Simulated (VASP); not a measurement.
# HfZrS4 (C2/m) in VASP: further runs

Runs on HfZrS4. Level: PBE. Tasks: single point.

All numbers are computed with VASP 6.6.1; they aren't measurements. Logs are shortened: lines on timing, memory, paths and dates and some standing lists are left out, and cuts for length are marked.

**1. The cell of the first run**

The structure is monoclinic, space group C2/m (No. 12). Conventional cell: a = 13.198 Å, b = 3.607 Å, c = 6.247 Å, α = 90.00°, β = 118.25°, γ = 90.00°. Zr (site symmetry 2/m) has 6 S at 2.54 Å within 3.3 Å. Within 3.3 Å of Hf (site symmetry 2/m) lie 6 S at 2.54 Å. Within 3.3 Å of S (site symmetry m) lie 1 Hf at 2.54 Å and 2 Zr at 2.54 Å. Within 3.3 Å of S (site symmetry m) lie 1 Zr at 2.54 Å and 2 Hf at 2.54 Å.

**2. Single point, PBE**

The input, INCAR:

```
  PREC = Accurate
  ENCUT = 520
  EDIFF = 1E-7
  ISMEAR = 0
  SIGMA = 0.1
  LREAL = F
  LASPH = T
  NELM = 80
  ALGO = Normal
  ISIF = 2
  LWAVE = F
  LCHARG = T
  GGA = PE
  LELF = T
  LVHAR = T
  NBANDS = 32
```

The input, KPOINTS:

```
regular mesh
0
Gamma
  6 6 6
```

The input, POSCAR:

```
HfZrS4
1.0
    6.5989808300     -1.8034687700      0.0000000000
    6.5989808300      1.8034687700      0.0000000000
   -2.9572744900      0.0000000000      5.5031375500
Zr Hf S
1 1 4
Direct
    0.0000000000      0.0000000000      0.0000000000
    0.5000000000      0.5000000000      0.5000000000
    0.3754000000      0.3754000000      0.0420666700
    0.8754000000      0.8754000000      0.5420666700
    0.6246000000      0.6246000000      0.9579333300
    0.1246000000      0.1246000000      0.4579333300
```

Potentials or basis: VASP PAW PBE potentials, release 64 (Zr_sv, Hf_pv, S).

Started as:

```bash
$ cat potpaw_PBE.64/Zr_sv/POTCAR potpaw_PBE.64/Hf_pv/POTCAR potpaw_PBE.64/S/POTCAR > POTCAR
$ mpirun -np 1 vasp_std > vasp.out
```

OUTCAR:

```text
PREC = Accurate
   ENCUT = 520
   EDIFF = 1E-7
   ISMEAR = 0
   LREAL = F
   LASPH = T
   NELM = 80
   ISIF = 2
   GGA = PE

 ion  position               nearest neighbor table
   1  0.000  0.000  0.000-   4 2.54   6 2.54   5 2.54   5 2.54   3 2.54   3 2.54   2 3.61   2 3.61
                             2 3.61   2 3.61
   2  0.500  0.500  0.500-   3 2.54   5 2.54   6 2.54   6 2.54   4 2.54   4 2.54   1 3.61   1 3.61
                             1 3.61   1 3.61
   3  0.375  0.375  0.042-   2 2.54   1 2.54   1 2.54
   4  0.875  0.875  0.542-   1 2.54   2 2.54   2 2.54
   5  0.625  0.625  0.958-   2 2.54   1 2.54   1 2.54
   6  0.125  0.125  0.458-   1 2.54   2 2.54   2 2.54

  LATTYP: Found a body centered orthorhombic cell.
 ALAT       =     3.6069375400
 B/A-ratio  =     1.7320508087
 C/A-ratio  =     3.2231414041

  Lattice vectors:

 A1 = (  -6.5989808300,   1.8034687700,   0.0000000000)
 A2 = (  -3.6417063400,  -1.8034687700,  -5.5031375500)
 A3 = (   3.6417063400,  -1.8034687700,   5.5031375500)

Analysis of symmetry for initial positions (statically):
=====================================================================
 Subroutine PRICEL returns:
 Original cell was already a primitive cell.

 Routine SETGRP: Setting up the symmetry group for a
 body centered orthorhombic supercell.

 Subroutine GETGRP returns: Found  4 space group operations
 (whereof  4 operations were pure point group operations)
 out of a pool of  8 trial point group operations.

The static configuration has the point symmetry C_2h.

Analysis of symmetry for dynamics (positions and initial velocities):
=====================================================================
 Subroutine PRICEL returns:
 Original cell was already a primitive cell.

 Routine SETGRP: Setting up the symmetry group for a
 body centered orthorhombic supercell.

 Subroutine GETGRP returns: Found  4 space group operations
 (whereof  4 operations were pure point group operations)
 out of a pool of  8 trial point group operations.

The dynamic configuration has the point symmetry C_2h.

 Subroutine INISYM returns: Found  4 space group operations
 (whereof  4 operations are pure point group operations),
 and found     1 'primitive' translations

----------------------------------------------------------------------------------------

                                     Primitive cell

  volume of cell :     130.9863

  direct lattice vectors                    reciprocal lattice vectors
     6.598980830 -1.803468770  0.000000000     0.075769276 -0.277243503  0.040716872
     6.598980830  1.803468770  0.000000000     0.075769276  0.277243503  0.040716872
    -2.957274490  0.000000000  5.503137550     0.000000000  0.000000000  0.181714520

  length of vectors
     6.840982941  6.840982941  6.247399083     0.290280566  0.290280566  0.181714520

  position of ions in fractional coordinates (direct lattice)
     0.000000000  0.000000000  0.000000000
     0.500000000  0.500000000  0.500000000
     0.375400000  0.375400000  0.042066670
     0.875400000  0.875400000  0.542066670
     0.624600000  0.624600000  0.957933330
     0.124600000  0.124600000  0.457933330

  ion indices of the primitive-cell ions
   primitive index   ion index
                 1           1
                 2           2
                 3           3
                 4           4
                 5           5
                 6           6

----------------------------------------------------------------------------------------

 KPOINTS: regular mesh

Automatic generation of k-mesh.
 Grid dimensions read from file:
 generate k-points for:    6    6    6

 Generating k-lattice:

  Cartesian coordinates                     Fractional coordinates (reciprocal lattice)
     0.012628213 -0.046207251  0.006786145     0.166666667  0.000000000 -0.000000000
     0.012628213  0.046207251  0.006786145     0.000000000  0.166666667 -0.000000000
     0.000000000  0.000000000  0.030285753     0.000000000  0.000000000  0.166666667

  Length of vectors
     0.048380094  0.048380094  0.030285753

  Shift w.r.t. Gamma in fractional coordinates (k-lattice)
     0.000000000  0.000000000  0.000000000

 Subroutine IBZKPT returns following result:
 ===========================================

 Found     68 irreducible k-points:

 Following reciprocal coordinates:
            Coordinates               Weight
  0.000000  0.000000  0.000000      1.000000
  0.166667  0.000000 -0.000000      4.000000
  0.333333 -0.000000 -0.000000      4.000000
  0.500000  0.000000 -0.000000      2.000000
  0.166667  0.166667 -0.000000      2.000000
  0.333333  0.166667 -0.000000      4.000000
[... 16 lines left out ...]
  0.166667 -0.166667  0.166667      4.000000
 -0.166667 -0.000000  0.166667      4.000000
 [... further k-points ...]
   k-points           NKPTS =     68   k-points in BZ     NKDIM =     68   number of bands    NBANDS=     32
   number of dos      NEDOS =    301   number of ions     NIONS =      6
   total plane-waves  NPLWV = 139968
   dimension x,y,z NGX =    54 NGY =   54 NGZ =   48
   dimension x,y,z NGXF=   108 NGYF=  108 NGZF=   96
   ions per type =               1   1   4
   NGX,Y,Z   is equivalent  to a cutoff of  13.12, 13.12, 12.77 a.u.
   NGXF,Y,Z  is equivalent  to a cutoff of  26.25, 26.25, 25.55 a.u.
 SYSTEM =  unknown system
   PREC   = accura    normal or accurate (medium, high low for compatibility)
   ISTART =      0    job   : 0-new  1-cont  2-samecut
   ICHARG =      2    charge: 1-file 2-atom 10-const
   ISPIN  =      1    spin polarized calculation?
   LNONCOLLINEAR =      F non collinear calculations
   LSORBIT =      F    spin-orbit coupling
   LASPH  =      T    aspherical Exc in radial PAW
   ENCUT  =  520.0 eV  38.22 Ry    6.18 a.u.  12.72 12.72 11.62*2*pi/ulx,y,z
   NELM   =     80;   NELMIN=  2; NELMDL= -5     # of ELM steps
   EDIFF  = 0.1E-06   stopping-criterion for ELM
   LREAL  =      F    real-space projection
   EDIFFG = 0.1E-05   stopping-criterion for IOM
   NSW    =      0    number of steps for IOM
   IBRION =     -1    ionic relax: 0-MD 1-quasi-New 2-CG
   NFREE  =      0    steps in history (QN), initial steepest desc. (CG)
   ISIF   =      2    stress and relaxation
   ISYM   =      2    0-nonsym 1-usesym 2-fastsym
   POTIM  = 0.5000    time-step for ionic-motion
   TEBEG  =    0.0;   TEEND  =   0.0 temperature during run
   PSTRESS=    0.0 pullay stress
   NELECT =      46.0000    total number of electrons
   NUPDOWN=      -1.0000    fix difference up-down
   EMIN   =  10.00;   EMAX   =-10.00  energy-range for DOS
   EFERMI =   0.00;   METHOD = LEGACY
   ISMEAR =     0;   SIGMA  =   0.10  broadening in eV -4-tet -1-fermi 0-gaus
   EFERMI_NEDOS =   21; number of points for ismear=-14 and -15
   IALGO  =     38    algorithm
   IMIX   =      4    mixing-type and parameters
     AMIX     =   0.40;   BMIX     =  1.00
     AMIX_MAG =   1.60;   BMIX_MAG =  1.00
  volume/ion in A,a.u.               =      21.83       147.32
  Fermi-wavevector in a.u.,A,eV,Ry     =   1.155009  2.182651 18.150805  1.334047
  Thomas-Fermi vector in A             =   2.291641
   LORBIT       =      0    0 simple, 1 ext, 2 COOP (PROOUT), +10 PAW based schemes
   GGA     = PE    functional components
   LHFCALC =     F    Hartree Fock is set to
   AEXX    =    0.0000 exact exchange contribution
   IVDW    =     0    specifies the selected vdW correction
   LEPSILON=     F    determine dielectric tensor
   LRPA    =     F    only Hartree local field effects (RPA)
 non-spin polarized calculation
 Gauss-broadening in eV      SIGMA  =   0.10
  energy-cutoff  :      520.00
  volume of cell :      130.99
 maximum number of plane-waves:      3553
 NGX is ok and might be reduce to    54
   NGX = 25   NGY = 25   NGZ = 23

 number of electron      46.0000001 magnetization

 Free energy of the ion-electron system (eV)
  ---------------------------------------------------
  ext. energy  EPLUGINS =         0.00000000
  ---------------------------------------------------
  free energy    TOTEN  =       -44.21772101 eV

  energy without entropy =      -44.21772101  energy(sigma->0) =      -44.21772101

 E-fermi :   4.7296     XC(G=0):  -9.7764

 val. band max:        4.3297656905   @ k =   0.0000   0.0000   0.0000
 cond. band min:       5.1802513070   @ k =   0.0000   0.0000   0.0000
 fundamental gap:      0.8504856165
 Fermi energy:         4.7295667857

 k-point     1 :       0.0000    0.0000    0.0000
  band No.  band energies     occupation
      1     -44.5884      2.00000
      2     -26.4091      2.00000
      3     -26.3926      2.00000
      4     -26.3231      2.00000
      5     -22.6751      2.00000
      6     -22.6596      2.00000
[... 24 lines left out ...]
     31       9.4361      0.00000
     32       9.9765      0.00000

 k-point     2 :       0.1667    0.0000   -0.0000
  band No.  band energies     occupation
      1     -44.5854      2.00000
      2     -26.4025      2.00000
      3     -26.3891      2.00000
      4     -26.3593      2.00000
      5     -22.6680      2.00000
      6     -22.6523      2.00000
[... 24 lines left out ...]
     31       9.3353      0.00000
     32       9.6397      0.00000

 k-point     3 :       0.3333   -0.0000   -0.0000
  band No.  band energies     occupation
      1     -44.5793      2.00000
      2     -26.4309      2.00000
      3     -26.3900      2.00000
      4     -26.3814      2.00000
      5     -22.7157      2.00000
      6     -22.6579      2.00000
[... 24 lines left out ...]
     31       9.8573      0.00000
     32      10.2499      0.00000

 k-point     4 :       0.5000    0.0000   -0.0000
  band No.  band energies     occupation
      1     -44.5763      2.00000
      2     -26.4662      2.00000
      3     -26.3844      2.00000
      4     -26.3768      2.00000
      5     -22.7698      2.00000
      6     -22.6538      2.00000
[... 24 lines left out ...]
     31       9.6397      0.00000
     32      10.3930      0.00000

 k-point     5 :       0.1667    0.1667   -0.0000
  band No.  band energies     occupation
      1     -44.5884      2.00000
      2     -26.4091      2.00000
      3     -26.3926      2.00000
      4     -26.3231      2.00000
      5     -22.6751      2.00000
      6     -22.6597      2.00000
[... 584 lines left out ...]
     31       9.7329      0.00000
     32      10.4125      0.00000

 k-point    22 :      -0.3333    0.0000    0.1667
  band No.  band energies     occupation
      1     -44.5793      2.00000
      2     -26.4311      2.00000
      3     -26.3900      2.00000
      4     -26.3814      2.00000
      5     -22.7151      2.00000
      6     -22.6577      2.00000
[... 24 lines left out ...]
     31       9.7148      0.00000
     32      10.1603      0.00000

 k-point    23 :       0.1667   -0.1667    0.1667
  band No.  band energies     occupation
      1     -44.5793      2.00000
      2     -26.4311      2.00000
      3     -26.3900      2.00000
      4     -26.3814      2.00000
      5     -22.7151      2.00000
      6     -22.6578      2.00000
[... 24 lines left out ...]
     31       9.7943      0.00000
     32      10.3265      0.00000

 k-point    24 :      -0.1667   -0.0000    0.1667
  band No.  band energies     occupation
      1     -44.5854      2.00000
      2     -26.4021      2.00000
      3     -26.3890      2.00000
      4     -26.3594      2.00000
      5     -22.6692      2.00000
      6     -22.6523      2.00000
[... 24 lines left out ...]
     31       9.4207      0.00000
     32       9.6034      0.00000

 [... further k-points ...]

------------------------ aborting loop because EDIFF is reached ----------------------------------------

  FORCE on cell =-STRESS in cart. coord.  units (eV):
  Direction    XX          YY          ZZ          XY          YZ          ZX
  --------------------------------------------------------------------------------------
  -------------------------------------------------------------------------------------
  Total        2.9371614      3.2373892      3.0436034      0.0000000      0.0000000     -0.0753218
  in kB       35.9263038     39.5985826     37.2282646      0.0000000      0.0000000     -0.9213093
  external PRESSURE =      37.5843837 kB  Pullay stress =       0.0000000 kB

 VOLUME and BASIS-vectors are now :
 -----------------------------------------------------------------------------
  energy-cutoff  :      520.00
  volume of cell :      130.99
      direct lattice vectors                 reciprocal lattice vectors
     6.598980830 -1.803468770  0.000000000     0.075769276 -0.277243503  0.040716872
     6.598980830  1.803468770  0.000000000     0.075769276  0.277243503  0.040716872
    -2.957274490  0.000000000  5.503137550     0.000000000  0.000000000  0.181714520

 POSITION                                       TOTAL-FORCE (eV/Angst)
 -----------------------------------------------------------------------------------
      0.00000      0.00000      0.00000         0.000000      0.000000      0.000000
      5.12034      0.00000      2.75157         0.000000     -0.000000      0.000000
      4.83011      0.00000      0.23150        -0.297080      0.000000      0.074272
      9.95046      0.00000      2.98307        -0.020393      0.000000     -0.245541
      5.41058      0.00000      5.27164         0.297080      0.000000     -0.074272
      0.29023      0.00000      2.52007         0.020393      0.000000      0.245541
 -----------------------------------------------------------------------------------
    total drift:                                0.000000      0.000000     -0.000000

  FREE ENERGIE OF THE ION-ELECTRON SYSTEM (eV)
  ---------------------------------------------------
  free  energy   TOTEN  =       -44.2177210106 eV

  energy  without entropy=      -44.2177210105  energy(sigma->0) =      -44.21772101
```

Run time: 8.1 min. Hardware: 1 thread of Intel Xeon Platinum 8488C (Sapphire Rapids), shared host; peak memory 0.53 GiB.

Results:

- Free energy: -44.2177 eV
- Pressure: 3.8 GPa
- Largest force: 0.306 eV/Å
- Band gap on the k mesh: 0.85 eV, direct

Forces in eV/Å, atoms in the order of the input:
```
Zr   0.000  0.000  0.000
Hf   0.000  0.000  0.000
S   -0.297  0.000  0.074
S   -0.020  0.000 -0.246
S    0.297  0.000 -0.074
S    0.020  0.000  0.246
```

Caveat: spin-orbit coupling is left out, which moves the levels of the heavy elements. A k mesh can miss the band edges.

**3. Single point, PBE**

This run uses another cell than the first one, of 25.37 Å³/atom, 1.162 times its volume.

The input, INCAR:

```
ALGO     = Normal         # electronic algorithm
EDIFF    = 1E-6           # SCF threshold, eV
ENCUT    = 520            # plane-wave cutoff, eV
GGA      = PE             # functional
ISIF     = 2              # what is computed and relaxed
ISMEAR   = 0              # smearing method
LASPH    = T              # aspherical terms in the spheres
LCHARG   = T              # write CHGCAR
LELF     = T              # ELF
LREAL    = F              # projectors in reciprocal space
LVHAR    = T            
LWAVE    = F              # write WAVECAR
NBANDS   = 32             # bands
NELM     = 60             # most SCF steps
PREC     = Accurate       # precision mode
SIGMA    = 0.1            # smearing width, eV
```

The input, KPOINTS:

```
k-points
0
Gamma
  6 6 6
```

The input, POSCAR:

```
HfZrS4
1.0
    7.2550583718     -1.8352211022      0.2948727670
    7.2550583718      1.8352211022      0.2948727670
   -3.0053843405      0.0000000000      5.5936934136
Zr Hf S
1 1 4
Direct
    0.0000000000      0.0000000000      0.0000000000
    0.5000000000      0.5000000000      0.5000000000
    0.3891883060      0.3891883060      0.0580096017
    0.8894021764      0.8894021764      0.5538517145
    0.6108116940      0.6108116940      0.9419903983
    0.1105978236      0.1105978236      0.4461482855
```

Potentials or basis: VASP PAW PBE potentials, release 64 (Zr_sv, Hf_pv, S).

Started as:

```bash
$ cat potpaw_PBE.64/Zr_sv/POTCAR potpaw_PBE.64/Hf_pv/POTCAR potpaw_PBE.64/S/POTCAR > POTCAR
$ mpirun -np 1 vasp_std > vasp.out
```

It took 9.3 min on 1 thread of Intel Xeon Platinum 8488C (Sapphire Rapids), shared host; peak memory 0.59 GiB.

Results (log left out):

```
Free energy            : -44.3618 eV
Pressure               : -0.1 GPa
Largest force          : 0.051 eV/Å
Band gap on the k mesh : 1.15 eV, direct
```

Forces on the atoms (eV/Å):
```
Zr   0.000  0.000  0.000
Hf   0.000  0.000  0.000
S   -0.012  0.000  0.038
S    0.047  0.000 -0.019
S    0.012  0.000 -0.038
S   -0.047  0.000  0.019
```

Stress tensor (GPa, compression positive):
```
-0.06  0.00  0.07
 0.00 -0.19  0.00
 0.07  0.00 -0.15
```

Levels at points of the mesh, in eV from the valence-band top:
```csv
k point,band 19,band 20,band 21,band 22,band 23,band 24,band 25,band 26,band 27,band 28
"(0.00, 0.00, 0.00)",-0.97,-0.97,-0.31,-0.01,0.00,1.15,1.84,1.90,2.54,3.71
"(0.50, 0.00, 0.00)",-2.03,-2.02,-1.91,-1.17,-1.06,2.22,2.66,2.74,3.16,3.48
"(0.50, 0.50, 0.00)",-1.43,-1.28,-1.05,-0.04,-0.03,1.26,1.83,1.90,2.77,3.72
"(0.00, 0.00, 0.50)",-2.28,-0.88,-0.83,-0.37,-0.34,1.44,1.72,2.81,3.33,3.33
"(0.50, 0.00, 0.50)",-2.17,-1.43,-1.06,-0.96,-0.94,1.15,1.29,3.45,3.75,3.93
"(0.50, 0.50, 0.50)",-2.20,-0.93,-0.88,-0.58,-0.54,1.50,1.78,2.80,3.12,3.33
```

Caveat: spin-orbit coupling is left out, which moves the levels of the heavy elements.
